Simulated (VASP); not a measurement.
# Be (P6/mmm) in VASP: notebook

The runs below take Be through single point, relaxation of shape and atoms at fixed volume, with PBE.

Everything below comes from runs of VASP 6.6.1. Logs are shortened: lines on timing, memory, paths and dates and some standing lists are left out, and cuts for length are marked.

**1. The cell of the first run**

The structure is hexagonal, space group P6/mmm (No. 191). The conventional cell has a = 3.570 Å, b = 3.570 Å, c = 2.192 Å, α = 90.00°, β = 90.00°, γ = 120.00°. Within 2.9 Å of Be (site symmetry 6/mmm) lie 14 Be at 2.19 to 2.33 Å. Within 2.7 Å of Be (site symmetry -6m2) lie 11 Be at 2.06 to 2.33 Å.

This isn't the form of Be at room conditions, which is hcp.

**2. Single point, PBE (8.07 Å³/atom)**

Input file INCAR:

```
SYSTEM = Be
PREC = Accurate
ENCUT = 520
EDIFF = 1E-6
ISMEAR = -1
SIGMA = 0.08
LREAL = .FALSE.
LASPH = .TRUE.
NELM = 100
ALGO = Normal
ISIF = 2
LWAVE = .FALSE.
LCHARG = .TRUE.
GGA = PE
LELF = .TRUE.
LVHAR = .TRUE.
NBANDS = 10
```

Input file KPOINTS:

```
Automatic mesh
0
G
  10 10 14
  0 0 0
```

Input file POSCAR:

```
Be
1.0
    3.5704024111      0.0000000000      0.0000000000
   -1.7852012055      3.0920591897      0.0000000000
    0.0000000000      0.0000000000      2.1918117984
Be
3
Direct
    0.0000000000      0.0000000000      0.0000000000
    0.3333333333      0.6666666667      0.5000000000
    0.6666666667      0.3333333333      0.5000000000
```

Potentials or basis: VASP PAW PBE potentials, release 64 (Be).

On the command line:

```sh
$ cat potpaw_PBE.64/Be/POTCAR > POTCAR
$ mpirun -np 1 vasp_std > vasp.out
```

OUTCAR:

```text
SYSTEM = Be
   PREC = Accurate
   ENCUT = 520
   EDIFF = 1E-6
   ISMEAR = -1
   LREAL = .FALSE.
   LASPH = .TRUE.
   NELM = 100
   ISIF = 2
   GGA = PE

 ion  position               nearest neighbor table
   1  0.000  0.000  0.000-   2 2.33   3 2.33   2 2.33   3 2.33   2 2.33   2 2.33   3 2.33   3 2.33
                             3 2.33   3 2.33   2 2.33   2 2.33
   2  0.333  0.667  0.500-   3 2.06   3 2.06   3 2.06   1 2.33   1 2.33   1 2.33   1 2.33   1 2.33
                             1 2.33
   3  0.667  0.333  0.500-   2 2.06   2 2.06   2 2.06   1 2.33   1 2.33   1 2.33   1 2.33   1 2.33
                             1 2.33

  LATTYP: Found a hexagonal cell.
 ALAT       =     3.5704024111
 C/A-ratio  =     0.6138836876

  Lattice vectors:

 A1 = (   3.5704024111,   0.0000000000,   0.0000000000)
 A2 = (  -1.7852012055,   3.0920591897,   0.0000000000)
 A3 = (   0.0000000000,   0.0000000000,   2.1918117984)

Analysis of symmetry for initial positions (statically):
=====================================================================
 Subroutine PRICEL returns:
 Original cell was already a primitive cell.

 Routine SETGRP: Setting up the symmetry group for a
 hexagonal supercell.

 Subroutine GETGRP returns: Found 24 space group operations
 (whereof 24 operations were pure point group operations)
 out of a pool of 24 trial point group operations.

The static configuration has the point symmetry D_6h.

Analysis of symmetry for dynamics (positions and initial velocities):
=====================================================================
 Subroutine PRICEL returns:
 Original cell was already a primitive cell.

 Routine SETGRP: Setting up the symmetry group for a
 hexagonal supercell.

 Subroutine GETGRP returns: Found 24 space group operations
 (whereof 24 operations were pure point group operations)
 out of a pool of 24 trial point group operations.

The dynamic configuration has the point symmetry D_6h.

 Subroutine INISYM returns: Found 24 space group operations
 (whereof 24 operations are pure point group operations),
 and found     1 'primitive' translations

----------------------------------------------------------------------------------------

                                     Primitive cell

  volume of cell :      24.1974

  direct lattice vectors                    reciprocal lattice vectors
     3.570402411  0.000000000  0.000000000     0.280080474  0.161704537  0.000000000
    -1.785201205  3.092059190  0.000000000     0.000000000  0.323409074  0.000000000
     0.000000000  0.000000000  2.191811798     0.000000000  0.000000000  0.456243552

  length of vectors
     3.570402411  3.570402411  2.191811798     0.323409074  0.323409074  0.456243552

  position of ions in fractional coordinates (direct lattice)
     0.000000000  0.000000000  0.000000000
     0.333333333  0.666666667  0.500000000
     0.666666667  0.333333333  0.500000000

  ion indices of the primitive-cell ions
   primitive index   ion index
                 1           1
                 2           2
                 3           3

----------------------------------------------------------------------------------------

 KPOINTS: Automatic mesh

Automatic generation of k-mesh.
 Grid dimensions read from file:
 generate k-points for:   10   10   14

 Generating k-lattice:

  Cartesian coordinates                     Fractional coordinates (reciprocal lattice)
     0.028008047  0.016170454  0.000000000     0.100000000  0.000000000  0.000000000
     0.000000000  0.032340907  0.000000000     0.000000000  0.100000000  0.000000000
     0.000000000  0.000000000  0.032588825     0.000000000  0.000000000  0.071428571

  Length of vectors
     0.032340907  0.032340907  0.032588825

  Shift w.r.t. Gamma in fractional coordinates (k-lattice)
     0.000000000  0.000000000  0.000000000

 Subroutine IBZKPT returns following result:
 ===========================================

 Found    112 irreducible k-points:

 Following reciprocal coordinates:
            Coordinates               Weight
  0.000000  0.000000  0.000000      1.000000
  0.100000 -0.000000  0.000000      6.000000
  0.200000 -0.000000  0.000000      6.000000
  0.300000  0.000000  0.000000      6.000000
  0.400000 -0.000000  0.000000      6.000000
  0.500000 -0.000000  0.000000      3.000000
[... 16 lines left out ...]
  0.300000  0.100000  0.071429     24.000000
  0.400000  0.100000  0.071429     24.000000
 [... further k-points ...]
   k-points           NKPTS =    112   k-points in BZ     NKDIM =    112   number of bands    NBANDS=     10
   number of dos      NEDOS =    301   number of ions     NIONS =      3
   total plane-waves  NPLWV =  12544
   dimension x,y,z NGX =    28 NGY =   28 NGZ =   16
   dimension x,y,z NGXF=    56 NGYF=   56 NGZF=   32
   ions per type =               3
   NGX,Y,Z   is equivalent  to a cutoff of  13.04, 13.04, 12.14 a.u.
   NGXF,Y,Z  is equivalent  to a cutoff of  26.07, 26.07, 24.27 a.u.
 SYSTEM =  Be
   PREC   = accura    normal or accurate (medium, high low for compatibility)
   ISTART =      0    job   : 0-new  1-cont  2-samecut
   ICHARG =      2    charge: 1-file 2-atom 10-const
   ISPIN  =      1    spin polarized calculation?
   LNONCOLLINEAR =      F non collinear calculations
   LSORBIT =      F    spin-orbit coupling
   LASPH  =      T    aspherical Exc in radial PAW
   ENCUT  =  520.0 eV  38.22 Ry    6.18 a.u.   6.64  6.64  4.08*2*pi/ulx,y,z
   NELM   =    100;   NELMIN=  2; NELMDL= -5     # of ELM steps
   EDIFF  = 0.1E-05   stopping-criterion for ELM
   LREAL  =      F    real-space projection
   EDIFFG = 0.1E-04   stopping-criterion for IOM
   NSW    =      0    number of steps for IOM
   IBRION =     -1    ionic relax: 0-MD 1-quasi-New 2-CG
   NFREE  =      0    steps in history (QN), initial steepest desc. (CG)
   ISIF   =      2    stress and relaxation
   ISYM   =      2    0-nonsym 1-usesym 2-fastsym
   POTIM  = 0.5000    time-step for ionic-motion
   TEBEG  =    0.0;   TEEND  =   0.0 temperature during run
   PSTRESS=    0.0 pullay stress
   NELECT =       6.0000    total number of electrons
   NUPDOWN=      -1.0000    fix difference up-down
   EMIN   =  10.00;   EMAX   =-10.00  energy-range for DOS
   EFERMI =   0.00;   METHOD = LEGACY
   ISMEAR =    -1;   SIGMA  =   0.08  broadening in eV -4-tet -1-fermi 0-gaus
   EFERMI_NEDOS =   21; number of points for ismear=-14 and -15
   IALGO  =     38    algorithm
   IMIX   =      4    mixing-type and parameters
     AMIX     =   0.40;   BMIX     =  1.00
     AMIX_MAG =   1.60;   BMIX_MAG =  1.00
  volume/ion in A,a.u.               =       8.07        54.43
  Fermi-wavevector in a.u.,A,eV,Ry     =   1.028496  1.943575 14.392291  1.057804
  Thomas-Fermi vector in A             =   2.162495
   LORBIT       =      0    0 simple, 1 ext, 2 COOP (PROOUT), +10 PAW based schemes
   GGA     = PE    functional components
   LHFCALC =     F    Hartree Fock is set to
   AEXX    =    0.0000 exact exchange contribution
   IVDW    =     0    specifies the selected vdW correction
   LEPSILON=     F    determine dielectric tensor
   LRPA    =     F    only Hartree local field effects (RPA)
 non-spin polarized calculation
  energy-cutoff  :      520.00
  volume of cell :       24.20
 maximum number of plane-waves:       686
 NGX is ok and might be reduce to    28
   NGX = 13   NGY = 13   NGZ =  9

 number of electron       6.0000000 magnetization

 Free energy of the ion-electron system (eV)
  ---------------------------------------------------
  ext. energy  EPLUGINS =         0.00000000
  ---------------------------------------------------
  free energy    TOTEN  =       -10.74223168 eV

  energy without entropy =      -10.73201009  energy(sigma->0) =      -10.73712088

 E-fermi :   7.4897     XC(G=0): -10.5436

 val. band max:        7.4181612297   @ k =   0.5000  -0.0000   0.3571
 cond. band min:       7.5363239739   @ k =   0.0000   0.0000   0.2143
 fundamental gap:      0.1181627442
 Fermi energy:         7.4896522805

 k-point     1 :       0.0000    0.0000    0.0000
  band No.  band energies     occupation
      1      -4.3779      2.00000
      2       6.2551      2.00000
      3       6.2551      2.00000
      4       6.4742      1.99999
      5       6.4742      1.99999
      6      12.9101      0.00000
      7      13.1413      0.00000
      8      18.0913      0.00000
      9      26.6133      0.00000
     10      26.6550      0.00000

 k-point     2 :       0.1000   -0.0000    0.0000
  band No.  band energies     occupation
      1      -4.2620      2.00000
      2       4.6864      2.00000
      3       4.9956      2.00000
      4       7.5640      0.56622
      5       8.0292      0.00235
      6      13.3760      0.00000
      7      13.5775      0.00000
      8      18.2302      0.00000
      9      26.0646      0.00000
     10      26.3384      0.00000

 k-point     3 :       0.2000   -0.0000    0.0000
  band No.  band energies     occupation
      1      -3.9141      2.00000
      2       2.9241      2.00000
      3       3.9324      2.00000
      4       8.0449      0.00193
      5       9.9757      0.00000
      6      14.3258      0.00000
      7      15.1474      0.00000
      8      18.6447      0.00000
      9      24.6083      0.00000
     10      25.0937      0.00000

 k-point     4 :       0.3000    0.0000    0.0000
  band No.  band energies     occupation
      1      -3.3342      2.00000
      2       1.2650      2.00000
      3       3.1706      2.00000
      4       8.1109      0.00085
      5      12.1985      0.00000
      6      15.5918      0.00000
      7      17.4048      0.00000
      8      19.3272      0.00000
      9      22.7760      0.00000
     10      22.8801      0.00000
[... 222 lines left out ...]
 k-point    22 :       0.2000    0.1000    0.0714
  band No.  band energies     occupation
      1      -3.4472      2.00000
      2       2.2473      2.00000
      3       3.0752      2.00000
      4       8.9513      0.00000
      5      10.6872      0.00000
      6      15.3809      0.00000
      7      16.1150      0.00000
      8      18.2707      0.00000
      9      22.8503      0.00000
     10      24.1938      0.00000

 k-point    23 :       0.3000    0.1000    0.0714
  band No.  band energies     occupation
      1      -2.7511      2.00000
      2       0.6966      2.00000
      3       2.5153      2.00000
      4       8.8774      0.00000
      5      12.8422      0.00000
      6      16.8866      0.00000
      7      18.3074      0.00000
      8      18.8989      0.00000
      9      20.5156      0.00000
     10      22.7943      0.00000

 k-point    24 :       0.4000    0.1000    0.0714
  band No.  band energies     occupation
      1      -1.8250      2.00000
      2      -0.6699      2.00000
      3       2.2315      2.00000
      4       8.8088      0.00000
      5      15.2089      0.00000
      6      17.6528      0.00000
      7      18.6161      0.00000
      8      19.5986      0.00000
      9      20.1189      0.00000
     10      21.0010      0.00000

 [... further k-points ...]
[... 5 lines left out ...]
  --------------------------------------------------------------------------------------
  -------------------------------------------------------------------------------------
  Total        0.0220675      0.0220675      0.0190768      0.0000000     -0.0000000      0.0000000
  in kB        1.4611510      1.4611510      1.2631325      0.0000000     -0.0000000      0.0000000
  external PRESSURE =       1.3951448 kB  Pullay stress =       0.0000000 kB

 VOLUME and BASIS-vectors are now :
 -----------------------------------------------------------------------------
  energy-cutoff  :      520.00
  volume of cell :       24.20
      direct lattice vectors                 reciprocal lattice vectors
     3.570402411  0.000000000  0.000000000     0.280080474  0.161704537  0.000000000
    -1.785201205  3.092059190  0.000000000     0.000000000  0.323409074  0.000000000
     0.000000000  0.000000000  2.191811798     0.000000000  0.000000000  0.456243552

 POSITION                                       TOTAL-FORCE (eV/Angst)
 -----------------------------------------------------------------------------------
      0.00000      0.00000      0.00000        -0.000000      0.000000     -0.000000
     -0.00000      2.06137      1.09591         0.000000      0.000000     -0.000000
      1.78520      1.03069      1.09591        -0.000000      0.000000      0.000000
 -----------------------------------------------------------------------------------
    total drift:                                0.000000     -0.000000     -0.000000

  FREE ENERGIE OF THE ION-ELECTRON SYSTEM (eV)
  ---------------------------------------------------
  free  energy   TOTEN  =       -10.7422316758 eV

  energy  without entropy=      -10.7320100918  energy(sigma->0) =      -10.73712088
```

It took 27 s on 1 thread of Intel Xeon 8259CL, shared host; peak memory 0.15 GiB.

What came out:

```yaml
Free_energy: -10.7422 eV
Pressure: 0.1 GPa
Band_gap_on_the_k_mesh: zero (bands 3 and 4 overlap by 4.75 eV)
```

**3. Relaxation of shape and atoms at fixed volume, PBE**

This run uses another cell than the first one, of 3.63 Å³/atom.

Input file INCAR:

```
SYSTEM = Be
ALGO = Normal
EDIFF = 1E-6
EDIFFG = -0.005
ENCUT = 600
GGA = PE
IBRION = 2
ISIF = 4
ISMEAR = -1
LASPH = .TRUE.
LCHARG = .FALSE.
LREAL = .FALSE.
LWAVE = .FALSE.
NELM = 100
NSW = 50
PREC = Accurate
SIGMA = 0.08
```

Input file KPOINTS:

```
k-points
0
G
  10 10 14
  0 0 0
```

Input file POSCAR:

```
Be
1.0
    2.7360330450      0.0000000000      0.0000000000
   -1.3680165225      2.3694741226      0.0000000000
    0.0000000000      0.0000000000      1.6796060551
Be
3
Direct
    0.0000000000      0.0000000000      0.0000000000
    0.3333333333      0.6666666667      0.5000000000
    0.6666666667      0.3333333333      0.5000000000
```

Potentials or basis: VASP PAW PBE potentials, release 64 (Be).

On the command line:

```sh
$ cat potpaw_PBE.64/Be/POTCAR > POTCAR
$ mpirun -np 1 vasp_std > vasp.out
```

Run time: 21 s. Hardware: 1 thread of Intel Xeon 8259CL, shared host; peak memory 0.12 GiB.

It converged, with:

| Property | Result |
| --- | --- |
| Free energy | -2.8071 eV |
| Energy gained by relaxing | 14.0 meV/atom |
| Ionic steps | 6 |
| Pressure after relaxing | 347.2 GPa |
| Band gap on the k mesh | zero (bands 3 and 4 overlap by 9.78 eV) |

The path:
| step | energy change (eV) | largest force (eV/Å) | pressure (GPa) | volume (Å³) |
| --- | --- | --- | --- | --- |
| 1 | 0.0000 | 0.0000 | 348.11 | 10.89 |
| 2 | -0.0001 | 0.0000 | 347.11 | 10.89 |
| 3 | -0.0420 | 0.0000 | 347.19 | 10.89 |
| 4 | -0.0419 | 0.0000 | 347.18 | 10.89 |
| 5 | -0.0420 | 0.0000 | 347.20 | 10.89 |
| 6 | -0.0420 | 0.0000 | 347.19 | 10.89 |

Final structure:
```xyz
3
Lattice="2.7653 0.0000 0.0000 -1.3826 2.3948 0.0000 0.0000 0.0000 1.6442" Properties=species:S:1:pos:R:3 pbc="T T T"
Be    0.0000    0.0000    0.0000
Be    0.0000    1.5965    0.8221
Be    1.3826    0.7983    0.8221
```

Levels at points of the mesh, in eV from the Fermi level:
```tsv
k point	band 1	band 2	band 3	band 4	band 5	band 6	band 7
(0.00, 0.00, 0.00)	-16.66	-3.27	-3.27	-2.96	-2.96	13.03	14.56
(0.50, 0.00, 0.00)	-13.54	-13.44	-9.55	3.85	15.71	16.00	21.07
(0.00, 0.00, 0.50)	-10.95	-7.69	6.83	6.83	6.98	10.01	10.01
(0.50, 0.00, 0.50)	-8.24	-7.50	-3.10	2.35	2.56	5.75	12.51
```

(Continued in part 2 of 2.)
